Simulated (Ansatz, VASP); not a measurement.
**Two plane-wave programs on GePtS3**

```
Ge Pt S
1.0
     5.77217    0.00000    0.00000
    -2.88609    4.99885    0.00000
     0.00000    0.00000    6.44708
Ge Pt S
2 2 6
Direct
  0.00000 0.00000 0.50000
  0.00000 0.00000 0.00000
  0.33333 0.66667 0.75000
  0.66667 0.33333 0.25000
  0.17731 0.35462 0.25000
  0.82269 0.17731 0.75000
  0.82269 0.64538 0.75000
  0.17731 0.82269 0.25000
  0.64538 0.82269 0.25000
  0.35462 0.17731 0.75000
```

Alike in both runs: functional PBE; k mesh 6 × 6 × 6; occupations gaussian, width 0.1 eV; no spin polarisation.

Ansatz relaxed the structure, and its values are those at the end. VASP's run is a single point on that final structure, the one shown.

|  | VASP | Ansatz |
| --- | --- | --- |
| version | VASP 6.6.1 | Ansatz 0.2.0 |
| potentials or method | VASP PAW PBE potentials, release 64 (Ge_d, Pt, S), cutoff 520 eV | scalar-relativistic, plane waves, PAW |
| valence electrons in the cell | 84 | 100 |

Ansatz gave:

* gap on the k mesh at the Fermi level (eV): none
* pressure (GPa): 0.0
* rms of the force components (eV/Å): 0.001

Estimate VASP's values.

gap on the k mesh at the Fermi level (eV): none; pressure (GPa): -0.2; rms of the force components (eV/Å): 0.009.

A gap of «none» marks a metal or a gap that the smearing closes. With one functional, cell and mesh, what is left measures potentials, basis and numerics. VASP's potentials hold 84 valence electrons a cell and Ansatz's 100, so a difference there can come from the potentials and not from the codes.

Spin-orbit coupling is off throughout.
